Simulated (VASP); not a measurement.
Set up this calculation in VASP 6.6.1, as the native input.

- Task: single point
- Functional: PBE
- Potentials or basis: VASP PAW PBE potentials, release 64 (Sn_d, Ge_d)
- Cutoff: 520 eV
- k mesh: 6 × 6 × 2
- Occupations: gaussian, width 0.1 eV
- Spin: no spin polarisation
- Dipole correction: no
- Further INCAR settings: ALGO = Normal; EDIFF = 1e-06; NBANDS = 28

The structure of SnGe2 lies in POSCAR:

```
SnGe2
1.0
    3.2022497999      0.0000000000      0.0000000000
   -1.6011248999      2.7732296760      0.0000000000
    0.0000000000      0.0000000000      7.8763832332
Sn Ge
1 2
Direct
    0.0000000000      0.0000000000      0.0000000000
    0.3333333333      0.6666666667      0.6329045170
    0.6666666667      0.3333333333      0.3670954830
```

One way to write it, as run:

INCAR

```
PREC = Accurate
ENCUT = 520
EDIFF = 1E-6
ISMEAR = 0
SIGMA = 0.1
LREAL = False
LASPH = True
NELM = 100
ALGO = Normal
ISIF = 2
LWAVE = False
LCHARG = False
GGA = PE
NBANDS = 28
```

KPOINTS

```
Automatic mesh
0
Gamma
  6 6 2
```

Potentials or basis: VASP PAW PBE potentials, release 64 (Sn_d, Ge_d).

Launch:

```sh
$ cat potpaw_PBE.64/Sn_d/POTCAR potpaw_PBE.64/Ge_d/POTCAR > POTCAR
$ mpirun -np 1 vasp_std > vasp.out
```

Results of the run:

```yaml
Pressure: -0.2 GPa
Largest_force: 0.015 eV/Å
Band_gap_on_the_k_mesh: zero (bands 21 and 22 overlap by 6.85 eV)
```

Caveat: the k points lie up to 0.40 Å⁻¹ apart, too coarse for converged energies and pressures of a metal; spin-orbit coupling is left out, which moves the levels of the heavy elements.

It took 19 s on 1 thread of Intel(R) Xeon(R) Platinum 8488C (Sapphire Rapids), on a shared host, peak memory 0.18 GiB.
